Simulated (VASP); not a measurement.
# EuBi (P-6m2) in VASP: single point with PBE

Aim: the single point of EuBi with PBE.

Program: VASP 6.6.1. These are calculated values, not measurements. Logs are shortened: lines on timing, memory, paths and dates and some standing lists are left out, and cuts for length are marked.

## Step 1: The cell of the first run

The structure is hexagonal, space group P-6m2 (No. 187). The conventional cell has a = 4.257 Å, b = 4.257 Å, c = 4.595 Å, α = 90.00°, β = 90.00°, γ = 120.00°. Eu (site symmetry -6m2) has 6 Bi at 3.36 Å and 6 Eu at 4.26 Å within 4.4 Å. Bi (site symmetry -6m2) has 6 Eu at 3.36 Å and 6 Bi at 4.26 Å within 4.4 Å.

## Step 2: Single point, PBE, collinear spin, ferromagnetic start

INCAR

```
PREC = Accurate
ENCUT = 520
EDIFF = 1E-6
ISMEAR = 0
SIGMA = 0.05
LREAL = F
LASPH = T
NELM = 150
ALGO = Normal
ISIF = 2
LWAVE = F
LCHARG = F
ISPIN = 2
MAGMOM = 0.5 0
LORBIT = 11
LMAXMIX = 6
GGA = PE
NBANDS = 27
```

KPOINTS

```
regular mesh
0
Gamma
  10 10 8
```

POSCAR

```
EuBi
1.0
    4.2571105085      0.0000000000      0.0000000000
   -2.1285552542      3.6867658471      0.0000000000
    0.0000000000      0.0000000000      4.5948271663
Eu Bi
1 1
Direct
    0.0000000000      0.0000000000      0.0000000000
    0.6666666667      0.3333333333      0.5000000000
```

Potentials or basis: VASP PAW PBE potentials, release 64 (Eu, Bi_d).

Launch:

```sh
cat potpaw_PBE.64/Eu/POTCAR potpaw_PBE.64/Bi_d/POTCAR > POTCAR
mpirun -np 1 vasp_std > vasp.out
```

OUTCAR:

```text
PREC = Accurate
   ENCUT = 520
   EDIFF = 1E-6
   ISMEAR = 0
   LREAL = F
   LASPH = T
   NELM = 150
   ISIF = 2
   ISPIN = 2
   LORBIT = 11
   GGA = PE

 ion  position               nearest neighbor table
   1  0.000  0.000  0.000-   2 3.36   2 3.36   2 3.36   2 3.36   2 3.36   2 3.36
   2  0.667  0.333  0.500-   1 3.36   1 3.36   1 3.36   1 3.36   1 3.36   1 3.36

  LATTYP: Found a hexagonal cell.
 ALAT       =     4.2571105085
 C/A-ratio  =     1.0793300191

  Lattice vectors:

 A1 = (   4.2571105085,   0.0000000000,   0.0000000000)
 A2 = (  -2.1285552542,   3.6867658471,   0.0000000000)
 A3 = (   0.0000000000,   0.0000000000,   4.5948271663)

Analysis of symmetry for initial positions (statically):
=====================================================================
 Subroutine PRICEL returns:
 Original cell was already a primitive cell.

 Routine SETGRP: Setting up the symmetry group for a
 hexagonal supercell.

 Subroutine GETGRP returns: Found 12 space group operations
 (whereof 12 operations were pure point group operations)
 out of a pool of 24 trial point group operations.

The static configuration has the point symmetry D_3h.

Analysis of symmetry for dynamics (positions and initial velocities):
=====================================================================
 Subroutine PRICEL returns:
 Original cell was already a primitive cell.

 Routine SETGRP: Setting up the symmetry group for a
 hexagonal supercell.

 Subroutine GETGRP returns: Found 12 space group operations
 (whereof 12 operations were pure point group operations)
 out of a pool of 24 trial point group operations.

The dynamic configuration has the point symmetry D_3h.

Analysis of structural, dynamic, and magnetic symmetry:
=====================================================================
 Subroutine PRICEL returns:
 Original cell was already a primitive cell.

 Routine SETGRP: Setting up the symmetry group for a
 hexagonal supercell.

 Subroutine GETGRP returns: Found 12 space group operations
 (whereof 12 operations were pure point group operations)
 out of a pool of 24 trial point group operations.

The overall configuration has the point symmetry D_3h.

 Subroutine INISYM returns: Found 12 space group operations
 (whereof 12 operations are pure point group operations),
 and found     1 'primitive' translations

----------------------------------------------------------------------------------------

                                     Primitive cell

  volume of cell :      72.1157

  direct lattice vectors                    reciprocal lattice vectors
     4.257110509  0.000000000  0.000000000     0.234901114  0.135620221  0.000000000
    -2.128555254  3.686765847  0.000000000     0.000000000  0.271240443  0.000000000
     0.000000000  0.000000000  4.594827166     0.000000000  0.000000000  0.217636042

  length of vectors
     4.257110509  4.257110508  4.594827166     0.271240443  0.271240443  0.217636042

  position of ions in fractional coordinates (direct lattice)
     0.000000000  0.000000000  0.000000000
     0.666666667  0.333333333  0.500000000

  ion indices of the primitive-cell ions
   primitive index   ion index
                 1           1
                 2           2

----------------------------------------------------------------------------------------

 KPOINTS: regular mesh

Automatic generation of k-mesh.
 Grid dimensions read from file:
 generate k-points for:   10   10    8

 Generating k-lattice:

  Cartesian coordinates                     Fractional coordinates (reciprocal lattice)
     0.023490111  0.013562022  0.000000000     0.100000000  0.000000000  0.000000000
     0.000000000  0.027124044  0.000000000     0.000000000  0.100000000  0.000000000
     0.000000000  0.000000000  0.027204505     0.000000000  0.000000000  0.125000000

  Length of vectors
     0.027124044  0.027124044  0.027204505

  Shift w.r.t. Gamma in fractional coordinates (k-lattice)
     0.000000000  0.000000000  0.000000000

 Subroutine IBZKPT returns following result:
 ===========================================

 Found     70 irreducible k-points:

 Following reciprocal coordinates:
            Coordinates               Weight
  0.000000  0.000000  0.000000      1.000000
  0.100000 -0.000000  0.000000      6.000000
  0.200000 -0.000000  0.000000      6.000000
  0.300000 -0.000000  0.000000      6.000000
  0.400000 -0.000000  0.000000      6.000000
  0.500000 -0.000000  0.000000      3.000000
[... 16 lines left out ...]
  0.300000  0.100000  0.125000     24.000000
  0.400000  0.100000  0.125000     24.000000
 [... further k-points ...]
   k-points           NKPTS =     70   k-points in BZ     NKDIM =     70   number of bands    NBANDS=     27
   number of dos      NEDOS =    301   number of ions     NIONS =      2
   total plane-waves  NPLWV =  36864
   dimension x,y,z NGX =    32 NGY =   32 NGZ =   36
   dimension x,y,z NGXF=    64 NGYF=   64 NGZF=   72
   ions per type =               1   1
   NGX,Y,Z   is equivalent  to a cutoff of  12.50, 12.50, 13.03 a.u.
   NGXF,Y,Z  is equivalent  to a cutoff of  24.99, 24.99, 26.05 a.u.
 SYSTEM =  unknown system
   PREC   = accura    normal or accurate (medium, high low for compatibility)
   ISTART =      0    job   : 0-new  1-cont  2-samecut
   ICHARG =      2    charge: 1-file 2-atom 10-const
   ISPIN  =      2    spin polarized calculation?
   LNONCOLLINEAR =      F non collinear calculations
   LSORBIT =      F    spin-orbit coupling
   LASPH  =      T    aspherical Exc in radial PAW
   ENCUT  =  520.0 eV  38.22 Ry    6.18 a.u.   7.92  7.92  8.54*2*pi/ulx,y,z
   NELM   =    150;   NELMIN=  2; NELMDL= -5     # of ELM steps
   EDIFF  = 0.1E-05   stopping-criterion for ELM
   LREAL  =      F    real-space projection
   EDIFFG = 0.1E-04   stopping-criterion for IOM
   NSW    =      0    number of steps for IOM
   IBRION =     -1    ionic relax: 0-MD 1-quasi-New 2-CG
   NFREE  =      0    steps in history (QN), initial steepest desc. (CG)
   ISIF   =      2    stress and relaxation
   ISYM   =      2    0-nonsym 1-usesym 2-fastsym
   POTIM  = 0.5000    time-step for ionic-motion
   TEBEG  =    0.0;   TEEND  =   0.0 temperature during run
   PSTRESS=    0.0 pullay stress
   NELECT =      32.0000    total number of electrons
   NUPDOWN=      -1.0000    fix difference up-down
   EMIN   =  10.00;   EMAX   =-10.00  energy-range for DOS
   EFERMI =   0.00;   METHOD = LEGACY
   ISMEAR =     0;   SIGMA  =   0.05  broadening in eV -4-tet -1-fermi 0-gaus
   EFERMI_NEDOS =   21; number of points for ismear=-14 and -15
   IALGO  =     38    algorithm
   IMIX   =      4    mixing-type and parameters
     AMIX     =   0.40;   BMIX     =  1.00
     AMIX_MAG =   1.60;   BMIX_MAG =  1.00
  volume/ion in A,a.u.               =      36.06       243.33
  Fermi-wavevector in a.u.,A,eV,Ry     =   1.248672  2.359647 21.213946  1.559181
  Thomas-Fermi vector in A             =   2.382748
   LORBIT       =     11    0 simple, 1 ext, 2 COOP (PROOUT), +10 PAW based schemes
   GGA     = PE    functional components
   LHFCALC =     F    Hartree Fock is set to
   AEXX    =    0.0000 exact exchange contribution
   IVDW    =     0    specifies the selected vdW correction
   LEPSILON=     F    determine dielectric tensor
   LRPA    =     F    only Hartree local field effects (RPA)
 spin polarized calculation
 Gauss-broadening in eV      SIGMA  =   0.05
  energy-cutoff  :      520.00
  volume of cell :       72.12
 maximum number of plane-waves:      1958
 NGX is ok and might be reduce to    32
   NGX = 15   NGY = 15   NGZ = 17

 number of electron      32.0000009 magnetization       6.7940662

 Free energy of the ion-electron system (eV)
  ---------------------------------------------------
  ext. energy  EPLUGINS =         0.00000000
  ---------------------------------------------------
  free energy    TOTEN  =       -16.60729652 eV

  energy without entropy =      -16.60448420  energy(sigma->0) =      -16.60589036

 E-fermi :   4.1009     XC(G=0):  -9.3928

 val. band max:        4.0990881033   @ k =   0.4000   0.1000   0.0000
 cond. band min:       4.1053225839   @ k =   0.3000  -0.0000   0.5000
 fundamental gap:      0.0062344806
 Fermi energy:         4.1008514099

 spin component 1

 k-point     1 :       0.0000    0.0000    0.0000
  band No.  band energies     occupation
      1     -37.2999      1.00000
      2     -17.8221      1.00000
      3     -17.8221      1.00000
      4     -17.7796      1.00000
      5     -17.7796      1.00000
      6     -17.7506      1.00000
[... 19 lines left out ...]
     26       8.3985      0.00000
     27      10.8363      0.00000

 k-point     2 :       0.1000   -0.0000    0.0000
  band No.  band energies     occupation
      1     -37.2993      1.00000
      2     -17.8216      1.00000
      3     -17.8198      1.00000
      4     -17.7830      1.00000
      5     -17.7798      1.00000
      6     -17.7502      1.00000
[... 19 lines left out ...]
     26       8.4282      0.00000
     27      10.8689      0.00000

 k-point     3 :       0.2000   -0.0000    0.0000
  band No.  band energies     occupation
      1     -37.2976      1.00000
      2     -17.8202      1.00000
      3     -17.8136      1.00000
      4     -17.7917      1.00000
      5     -17.7805      1.00000
      6     -17.7491      1.00000
[... 594 lines left out ...]
      1     -37.2942      1.00000
      2     -17.8187      1.00000
      3     -17.8048      1.00000
      4     -17.8017      1.00000
      5     -17.7852      1.00000
      6     -17.7450      1.00000
[... 19 lines left out ...]
     26      10.1445      0.00000
     27      10.8795      0.00000

 k-point    24 :       0.4000    0.1000    0.1250
  band No.  band energies     occupation
      1     -37.2931      1.00000
      2     -17.8201      1.00000
      3     -17.8064      1.00000
      4     -17.7985      1.00000
      5     -17.7861      1.00000
      6     -17.7443      1.00000
[... 19 lines left out ...]
     26       9.6584      0.00000
     27      10.7863      0.00000

 [... further k-points ...]

 spin component 2

 k-point     1 :       0.0000    0.0000    0.0000
  band No.  band energies     occupation
      1     -34.2401      1.00000
      2     -17.8310      1.00000
      3     -17.8310      1.00000
      4     -17.7937      1.00000
      5     -17.7937      1.00000
      6     -17.7681      1.00000
[... 19 lines left out ...]
     26       9.3062      0.00000
     27      11.3355      0.00000

 k-point     2 :       0.1000   -0.0000    0.0000
  band No.  band energies     occupation
      1     -34.2392      1.00000
      2     -17.8308      1.00000
      3     -17.8290      1.00000
      4     -17.7957      1.00000
      5     -17.7940      1.00000
      6     -17.7673      1.00000
[... 19 lines left out ...]
     26       9.3704      0.00000
     27      11.3225      0.00000

 k-point     3 :       0.2000   -0.0000    0.0000
  band No.  band energies     occupation
      1     -34.2370      1.00000
      2     -17.8302      1.00000
      3     -17.8235      1.00000
      4     -17.8006      1.00000
      5     -17.7946      1.00000
      6     -17.7654      1.00000
[... 594 lines left out ...]
      1     -34.2323      1.00000
      2     -17.8287      1.00000
      3     -17.8140      1.00000
      4     -17.8082      1.00000
      5     -17.7978      1.00000
      6     -17.7598      1.00000
[... 19 lines left out ...]
     26      10.8391      0.00000
     27      11.4933      0.00000

 k-point    24 :       0.4000    0.1000    0.1250
  band No.  band energies     occupation
      1     -34.2307      1.00000
      2     -17.8286      1.00000
      3     -17.8114      1.00000
      4     -17.8096      1.00000
      5     -17.7985      1.00000
      6     -17.7583      1.00000
[... 19 lines left out ...]
     26      10.5114      0.00000
     27      11.3686      0.00000

 [... further k-points ...]

------------------------ aborting loop because EDIFF is reached ----------------------------------------

  FORCE on cell =-STRESS in cart. coord.  units (eV):
  Direction    XX          YY          ZZ          XY          YZ          ZX
  --------------------------------------------------------------------------------------
  -------------------------------------------------------------------------------------
  Total       -0.0541184     -0.0541184     -0.1201085     -0.0000000     -0.0000000      0.0000000
  in kB       -1.2023353     -1.2023353     -2.6684240     -0.0000000     -0.0000000      0.0000000
  external PRESSURE =      -1.6910315 kB  Pullay stress =       0.0000000 kB

 VOLUME and BASIS-vectors are now :
 -----------------------------------------------------------------------------
  energy-cutoff  :      520.00
  volume of cell :       72.12
      direct lattice vectors                 reciprocal lattice vectors
     4.257110509  0.000000000  0.000000000     0.234901114  0.135620221  0.000000000
    -2.128555254  3.686765847  0.000000000     0.000000000  0.271240443  0.000000000
     0.000000000  0.000000000  4.594827166     0.000000000  0.000000000  0.217636042

 POSITION                                       TOTAL-FORCE (eV/Angst)
 -----------------------------------------------------------------------------------
      0.00000      0.00000      0.00000         0.000000      0.000000      0.000000
      2.12856      1.22892      2.29741        -0.000000      0.000000      0.000000
 -----------------------------------------------------------------------------------
    total drift:                               -0.000000      0.000000      0.000000

  FREE ENERGIE OF THE ION-ELECTRON SYSTEM (eV)
  ---------------------------------------------------
  free  energy   TOTEN  =       -16.6072965212 eV

  energy  without entropy=      -16.6044841999  energy(sigma->0) =      -16.60589036

 total charge

# of ion       s       p       d       f       tot
--------------------------------------------------
    1        2.044   5.739   0.319   6.615  14.717
    2        1.463   1.576   9.882   0.000  12.921
--------------------------------------------------
tot          3.507   7.314  10.202   6.615  27.638

 magnetization (x)

# of ion       s       p       d       f       tot
--------------------------------------------------
    1       -0.010  -0.113   0.065   6.593   6.535
    2       -0.004  -0.061   0.003   0.000  -0.063
--------------------------------------------------
tot         -0.014  -0.174   0.068   6.593   6.473
```

Run time: 11 min. Hardware: 1 thread of Intel Xeon 8259CL, shared host; peak memory 0.39 GiB.

What came out:

* Free energy: -16.6073 eV
* Pressure: -0.2 GPa
* Net moment: 6.79 μB per cell
* Site moments: Eu +6.54; Bi -0.06 μB
* Valence electrons inside the program's atomic spheres: Eu 14.72; Bi 12.92

Levels at points of the mesh, in eV from the Fermi level:
Spin up:
```csv
k point,band 16,band 17,band 18,band 19,band 20,band 21,band 22,band 23
"(0.00, 0.00, 0.00)",-0.31,-0.31,-0.24,0.21,0.29,0.29,2.44,3.48
"(0.50, 0.00, 0.00)",-0.28,-0.28,-0.27,-0.20,0.47,0.71,3.08,3.47
"(0.00, 0.00, 0.50)",-0.26,-0.26,-0.24,0.98,0.98,2.02,2.02,2.97
"(0.50, 0.00, 0.50)",-0.31,-0.28,-0.26,-0.26,-0.23,0.71,3.58,3.73
```
Spin down:
```
           k point  band 10  band 11  band 12  band 13  band 14  band 15  band 16  band 17
(0.00, 0.00, 0.00)   -10.72    -0.25     0.25     0.46     0.46     2.66     4.10     4.10
(0.50, 0.00, 0.00)    -9.82    -3.15    -0.82     0.36     1.06     3.60     3.89     3.94
(0.00, 0.00, 0.50)   -10.08    -3.65     0.90     0.90     2.81     2.81     3.64     4.02
(0.50, 0.00, 0.50)    -9.82    -2.24    -2.04    -0.45     1.31     3.62     4.27     4.35
```

Caveat: spin-orbit coupling is left out, which moves the levels of the heavy elements; semilocal functionals describe open f shells poorly, which spoils levels, moments and volumes. The state reached can hang on the start; a lower one may exist.
